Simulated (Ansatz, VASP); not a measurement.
# SiC5 in VASP and in Ansatz

```
Si C
1.0
     3.24697    0.00000    0.00000
    -1.62349    2.81196    0.00000
     0.00000    0.00000    8.55805
Si C
1 5
Direct
  0.00000 0.00000 0.50000
  0.00000 0.00000 0.84928
  0.00000 0.00000 0.00000
  0.00000 0.00000 0.15072
  0.00000 0.00000 0.29899
  0.00000 0.00000 0.70101
```

Alike in both runs: task relaxation of cell and atoms; functional PBE; k mesh 12 × 12 × 6; occupations gaussian, width 0.1 eV; no spin polarisation.

```csv
,VASP,Ansatz
version,VASP 6.6.1,Ansatz 0.2.0
potentials or method,"VASP PAW PBE potentials, release 64 (Si, C), cutoff 600 eV","scalar-relativistic, plane waves, PAW"
valence electrons in the cell,24,24
```

```tsv
	VASP	Ansatz	Ansatz less VASP
gap on the k mesh at the Fermi level, each at its own relaxed structure (eV)	none	none	-
relaxed volume (Å³/atom)	13.25	13.31	+0.068
relaxed cell length with the largest relative difference (Å)	3.276	3.284	+0.0079
```

A gap of «none» marks a metal or a gap that the smearing closes.
